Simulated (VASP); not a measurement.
# AlN (Fm-3m) in VASP: further runs

Aim: see how the results for AlN move with the level of theory and the settings. Levels: HSE06, PBE-based screened hybrid with 15 % exact exchange, PBE-based global hybrid with 50 % exact exchange, r2SCAN50. Tasks: single point.

Program: VASP 6.6.1. These are calculated values, not measurements. Logs are shortened: lines on timing, memory, paths and dates and some standing lists are left out, and cuts for length are marked.

### 1 The cell of the first run

It takes space group Fm-3m (No. 225, cubic). Conventional cell: a = 4.038 Å, b = 4.038 Å, c = 4.038 Å, α = 90.00°, β = 90.00°, γ = 90.00°. Within 2.7 Å of Al (site symmetry m-3m) lie 6 N at 2.02 Å. N (site symmetry m-3m) has 6 Al at 2.02 Å within 2.7 Å.

### 2 Single point, HSE06

Input file POSCAR:

```
AlN
1.0
    0.0000000000      2.0188684454      2.0188684454
    2.0188684454      0.0000000000      2.0188684454
    2.0188684454      2.0188684454      0.0000000000
Al N
1 1
Direct
    0.0000000000      0.0000000000      0.0000000000
    0.5000000000      0.5000000000      0.5000000000
```

Input file INCAR.step1:

```
  PREC = Accurate
  ENCUT = 520
  EDIFF = 1E-5
  ISMEAR = 0
  SIGMA = 0.01
  LREAL = F
  LASPH = T
  NELM = 120
  ALGO = Normal
  ISIF = 2
  LWAVE = T
  GGA = PE
  NBANDS = 11
  GGA_COMPAT = F
```

Input file INCAR.step2:

```
  PREC = Accurate
  ENCUT = 520
  EDIFF = 1E-6
  ISMEAR = 0
  SIGMA = 0.01
  LREAL = F
  LASPH = T
  NELM = 120
  ALGO = Normal
  ISIF = 2
  LWAVE = F
  LCHARG = T
  GGA = PE
  LHFCALC = T
  HFSCREEN = 0.2079
  PRECFOCK = Normal
  LELF = T
  LVHAR = T
  ISTART = 1
  NBANDS = 11
  GGA_COMPAT = F
```

Input file KPOINTS:

```
regular mesh
0
Gamma
  4 4 4
```

Potentials or basis: VASP PAW PBE potentials, release 64 (Al, N).

On the command line:

```bash
$ cat potpaw_PBE.64/Al/POTCAR potpaw_PBE.64/N/POTCAR > POTCAR
$ cp INCAR.step1 INCAR
$ mpirun -np 1 vasp_std > vasp.out
$ cp INCAR.step2 INCAR
$ mpirun -np 1 vasp_std > vasp.out
```

OUTCAR:

```text
PREC = Accurate
   ENCUT = 520
   EDIFF = 1E-6
   ISMEAR = 0
   LREAL = F
   LASPH = T
   NELM = 120
   ISIF = 2
   GGA = PE
   LHFCALC = T
   HFSCREEN = 0.2079
   PRECFOCK = Normal
   ISTART = 1

 ion  position               nearest neighbor table
   1  0.000  0.000  0.000-   2 2.02   2 2.02   2 2.02   2 2.02   2 2.02   2 2.02
   2  0.500  0.500  0.500-   1 2.02   1 2.02   1 2.02   1 2.02   1 2.02   1 2.02

  LATTYP: Found a face centered cubic cell.
 ALAT       =     4.0377368908

  Lattice vectors:

 A1 = (   0.0000000000,   2.0188684454,   2.0188684454)
 A2 = (   2.0188684454,   0.0000000000,   2.0188684454)
 A3 = (   2.0188684454,   2.0188684454,   0.0000000000)

Analysis of symmetry for initial positions (statically):
=====================================================================
 Subroutine PRICEL returns:
 Original cell was already a primitive cell.

 Routine SETGRP: Setting up the symmetry group for a
 face centered cubic supercell.

 Subroutine GETGRP returns: Found 48 space group operations
 (whereof 48 operations were pure point group operations)
 out of a pool of 48 trial point group operations.

The static configuration has the point symmetry O_h .

Analysis of symmetry for dynamics (positions and initial velocities):
=====================================================================
 Subroutine PRICEL returns:
 Original cell was already a primitive cell.

 Routine SETGRP: Setting up the symmetry group for a
 face centered cubic supercell.

 Subroutine GETGRP returns: Found 48 space group operations
 (whereof 48 operations were pure point group operations)
 out of a pool of 48 trial point group operations.

The dynamic configuration has the point symmetry O_h .

 Subroutine INISYM returns: Found 48 space group operations
 (whereof 48 operations are pure point group operations),
 and found     1 'primitive' translations

----------------------------------------------------------------------------------------

                                     Primitive cell

  volume of cell :      16.4571

  direct lattice vectors                    reciprocal lattice vectors
     0.000000000  2.018868445  2.018868445    -0.247663488  0.247663488  0.247663488
     2.018868445  0.000000000  2.018868445     0.247663488 -0.247663488  0.247663488
     2.018868445  2.018868445  0.000000000     0.247663488  0.247663488 -0.247663488

  length of vectors
     2.855111136  2.855111136  2.855111136     0.428965744  0.428965744  0.428965744

  position of ions in fractional coordinates (direct lattice)
     0.000000000  0.000000000  0.000000000
     0.500000000  0.500000000  0.500000000

  ion indices of the primitive-cell ions
   primitive index   ion index
                 1           1
                 2           2

----------------------------------------------------------------------------------------

 KPOINTS: regular mesh

Automatic generation of k-mesh.
 Grid dimensions read from file:
 generate k-points for:    4    4    4

 Generating k-lattice:

  Cartesian coordinates                     Fractional coordinates (reciprocal lattice)
    -0.061915872  0.061915872  0.061915872     0.250000000  0.000000000  0.000000000
     0.061915872 -0.061915872  0.061915872     0.000000000  0.250000000  0.000000000
     0.061915872  0.061915872 -0.061915872     0.000000000  0.000000000  0.250000000

  Length of vectors
     0.107241436  0.107241436  0.107241436

  Shift w.r.t. Gamma in fractional coordinates (k-lattice)
     0.000000000  0.000000000  0.000000000

 Subroutine IBZKPT returns following result:
 ===========================================

 Found      8 irreducible k-points:

 Following reciprocal coordinates:
            Coordinates               Weight
  0.000000  0.000000  0.000000      1.000000
  0.250000  0.000000  0.000000      8.000000
  0.500000  0.000000  0.000000      4.000000
  0.250000  0.250000  0.000000      6.000000
  0.500000  0.250000  0.000000     24.000000
 -0.250000  0.250000  0.000000     12.000000
  0.500000  0.500000  0.000000      3.000000
 -0.250000  0.500000  0.250000      6.000000
   k-points           NKPTS =      8   k-points in BZ     NKDIM =     64   number of bands    NBANDS=     11
   number of dos      NEDOS =    301   number of ions     NIONS =      2
   total plane-waves  NPLWV =  13824
   dimension x,y,z NGX =    24 NGY =   24 NGZ =   24
   dimension x,y,z NGXF=    48 NGYF=   48 NGZF=   48
   ions per type =               1   1
   NGX,Y,Z   is equivalent  to a cutoff of  13.97, 13.97, 13.97 a.u.
   NGXF,Y,Z  is equivalent  to a cutoff of  27.95, 27.95, 27.95 a.u.
 SYSTEM =  unknown system
   PREC   = accura    normal or accurate (medium, high low for compatibility)
   ISTART =      1    job   : 0-new  1-cont  2-samecut
   ICHARG =      0    charge: 1-file 2-atom 10-const
   ISPIN  =      1    spin polarized calculation?
   LNONCOLLINEAR =      F non collinear calculations
   LSORBIT =      F    spin-orbit coupling
   LASPH  =      T    aspherical Exc in radial PAW
   ENCUT  =  520.0 eV  38.22 Ry    6.18 a.u.   5.31  5.31  5.31*2*pi/ulx,y,z
   NELM   =    120;   NELMIN=  2; NELMDL=  0     # of ELM steps
   EDIFF  = 0.1E-05   stopping-criterion for ELM
   LREAL  =      F    real-space projection
   EDIFFG = 0.1E-04   stopping-criterion for IOM
   NSW    =      0    number of steps for IOM
   IBRION =     -1    ionic relax: 0-MD 1-quasi-New 2-CG
   NFREE  =      0    steps in history (QN), initial steepest desc. (CG)
   ISIF   =      2    stress and relaxation
   ISYM   =      3    0-nonsym 1-usesym 2-fastsym
   POTIM  = 0.5000    time-step for ionic-motion
   TEBEG  =    0.0;   TEEND  =   0.0 temperature during run
   PSTRESS=    0.0 pullay stress
   NELECT =       8.0000    total number of electrons
   NUPDOWN=      -1.0000    fix difference up-down
   EMIN   =  10.00;   EMAX   =-10.00  energy-range for DOS
   EFERMI =   0.00;   METHOD = LEGACY
   ISMEAR =     0;   SIGMA  =   0.01  broadening in eV -4-tet -1-fermi 0-gaus
   EFERMI_NEDOS =   21; number of points for ismear=-14 and -15
   IALGO  =     38    algorithm
   IMIX   =      1    mixing-type and parameters
     AMIX     =   0.40;   BMIX     =  1.00
     AMIX_MAG =   1.60;   BMIX_MAG =  1.00
  volume/ion in A,a.u.               =       8.23        55.53
  Fermi-wavevector in a.u.,A,eV,Ry     =   1.287222  2.432497 22.544046  1.656941
  Thomas-Fermi vector in A             =   2.419249
   LORBIT       =      0    0 simple, 1 ext, 2 COOP (PROOUT), +10 PAW based schemes
   GGA     = PE    functional components
   LHFCALC =     T    Hartree Fock is set to
   PRECFOCK=normal    Normal, Fast or Accurate (Low or Medium for compatibility)
   ENCUT4O =  -1.0   cutoff for four orbital integrals eV
   NKREDX  =     1    reduce k-point grid by
   NKREDY  =     1    reduce k-point grid by
   NKREDZ  =     1    reduce k-point grid by
   AEXX    =    0.2500 exact exchange contribution
   HFSCREEN=    0.2079 screening length (either q_TF or 0.3 A-1)
   HFSCREENC=   0.2079 screening length for correlation (either q_TF or 0.3 A-1)
   ENCUTFOCK=  -1.0 apply spherical cutoff to Coloumb kernel
   IVDW    =     0    specifies the selected vdW correction
   LEPSILON=     F    determine dielectric tensor
   LRPA    =     F    only Hartree local field effects (RPA)
 non-spin polarized calculation
 Gauss-broadening in eV      SIGMA  =   0.01
  energy-cutoff  :      520.00
  volume of cell :       16.46
 maximum number of plane-waves:       459
 NGX is ok and might be reduce to    24
  NGX = 16; NGY = 16; NGZ = 16

 number of electron       7.9999999 magnetization

 Free energy of the ion-electron system (eV)
  ---------------------------------------------------
  ext. energy  EPLUGINS =         0.00000000
  ---------------------------------------------------
  free energy    TOTEN  =       -17.06206486 eV

  energy without entropy =      -17.06206486  energy(sigma->0) =      -17.06206486

 E-fermi :   9.3311     XC(G=0): -10.0657

 val. band max:        9.1824820640   @ k =   0.0000   0.0000   0.0000
 cond. band min:      15.1879283006   @ k =   0.5000   0.5000   0.0000
 fundamental gap:      6.0054462366
 Fermi energy:         9.3311005849

 k-point     1 :       0.0000    0.0000    0.0000
  band No.  band energies     occupation
      1     -10.0710      2.00000
      2       9.1825      2.00000
      3       9.1825      2.00000
      4       9.1825      2.00000
      5      16.4775      0.00000
      6      22.9848      0.00000
      7      22.9848      0.00000
      8      22.9848      0.00000
      9      28.1800      0.00000
     10      28.9017      0.00000
     11      28.9017      0.00000

 k-point     2 :       0.2500    0.0000    0.0000
  band No.  band energies     occupation
      1      -8.7466      2.00000
      2       4.4816      2.00000
      3       8.5473      2.00000
      4       8.5473      2.00000
      5      17.6168      0.00000
      6      22.1848      0.00000
      7      23.1859      0.00000
      8      23.1859      0.00000
      9      27.2663      0.00000
     10      27.2663      0.00000
     11      28.3585      0.00000

 k-point     3 :       0.5000    0.0000    0.0000
  band No.  band energies     occupation
      1      -6.5691      2.00000
      2       0.1507      2.00000
      3       8.0138      2.00000
      4       8.0138      2.00000
      5      16.7537      0.00000
      6      21.7866      0.00000
      7      21.7866      0.00000
      8      24.7868      0.00000
      9      27.2176      0.00000
     10      32.0921      0.00000
     11      32.0921      0.00000

 k-point     4 :       0.2500    0.2500    0.0000
  band No.  band energies     occupation
      1      -8.3230      2.00000
      2       5.0540      2.00000
      3       7.4033      2.00000
      4       7.4033      2.00000
      5      18.0688      0.00000
      6      18.5570      0.00000
      7      22.2257      0.00000
      8      26.0770      0.00000
      9      26.0770      0.00000
     10      30.9478      0.00000
     11      33.9517      0.00000

 k-point     5 :       0.5000    0.2500    0.0000
  band No.  band energies     occupation
      1      -6.1829      2.00000
      2       1.7344      2.00000
      3       5.0468      2.00000
      4       6.9519      2.00000
      5      17.2081      0.00000
      6      20.2825      0.00000
      7      22.8165      0.00000
      8      24.9164      0.00000
      9      28.1174      0.00000
     10      33.7472      0.00000
     11      34.1037      0.00000

 k-point     6 :      -0.2500    0.2500    0.0000
  band No.  band energies     occupation
      1      -6.9321      2.00000
      2       2.7349      2.00000
      3       4.6970      2.00000
      4       7.9625      2.00000
      5      19.1000      0.00000
      6      21.4813      0.00000
      7      21.7068      0.00000
      8      23.5023      0.00000
      9      27.6543      0.00000
     10      30.5663      0.00000
     11      32.9346      0.00000

 k-point     7 :       0.5000    0.5000    0.0000
  band No.  band energies     occupation
      1      -5.5057      2.00000
      2       1.1342      2.00000
      3       6.1126      2.00000
      4       6.1126      2.00000
      5      15.1879      0.00000
      6      15.7844      0.00000
      7      25.4898      0.00000
      8      28.7286      0.00000
      9      28.7286      0.00000
     10      34.5825      0.00000
     11      37.7664      0.00000

 k-point     8 :      -0.2500    0.5000    0.2500
  band No.  band energies     occupation
      1      -5.3402      2.00000
      2       2.9854      2.00000
      3       2.9854      2.00000
      4       4.9864      2.00000
      5      18.9371      0.00000
      6      21.6574      0.00000
      7      21.6574      0.00000
      8      23.2403      0.00000
      9      30.7045      0.00000
     10      30.7045      0.00000
     11      36.6925      0.00000

------------------------ aborting loop because EDIFF is reached ----------------------------------------

  FORCE on cell =-STRESS in cart. coord.  units (eV):
  Direction    XX          YY          ZZ          XY          YZ          ZX
  --------------------------------------------------------------------------------------
  -------------------------------------------------------------------------------------
  Total       -0.1436669     -0.1436669     -0.1436669      0.0000000     -0.0000000      0.0000000
  in kB      -13.9866336    -13.9866336    -13.9866336      0.0000000     -0.0000000      0.0000000
  external PRESSURE =     -13.9866336 kB  Pullay stress =       0.0000000 kB

 VOLUME and BASIS-vectors are now :
 -----------------------------------------------------------------------------
  energy-cutoff  :      520.00
  volume of cell :       16.46
      direct lattice vectors                 reciprocal lattice vectors
     0.000000000  2.018868445  2.018868445    -0.247663488  0.247663488  0.247663488
     2.018868445  0.000000000  2.018868445     0.247663488 -0.247663488  0.247663488
     2.018868445  2.018868445  0.000000000     0.247663488  0.247663488 -0.247663488

 POSITION                                       TOTAL-FORCE (eV/Angst)
 -----------------------------------------------------------------------------------
      0.00000      0.00000      0.00000        -0.000000      0.000000     -0.000000
      2.01887      2.01887      2.01887         0.000000     -0.000000      0.000000
 -----------------------------------------------------------------------------------
    total drift:                               -0.000002     -0.000003     -0.000003

  FREE ENERGIE OF THE ION-ELECTRON SYSTEM (eV)
  ---------------------------------------------------
  free  energy   TOTEN  =       -17.0620648630 eV

  energy  without entropy=      -17.0620648630  energy(sigma->0) =      -17.06206486
```

It took 17 s on 1 thread of Intel Xeon 6975P-C (Granite Rapids), shared host; peak memory 0.23 GiB.

What came out:

```
Free energy            : -17.0621 eV
Pressure               : -1.4 GPa
Band gap on the k mesh : 6.01 eV (least direct gap 7.29 eV)
```

Levels at points of the mesh, in eV from the valence-band top:
```csv
k point,band 2,band 3,band 4,band 5,band 6,band 7
"(0.00, 0.00, 0.00)",0.00,0.00,0.00,7.29,13.80,13.80
"(0.50, 0.00, 0.00)",-9.03,-1.17,-1.17,7.57,12.60,12.60
"(0.50, 0.50, 0.00)",-8.05,-3.07,-3.07,6.01,6.60,16.31
```

Caveat: the k points lie up to 0.67 Å⁻¹ apart; the PAW data sets were made with another functional, which shifts forces and pressure a little.

(Part 1 of 3 ends here.)
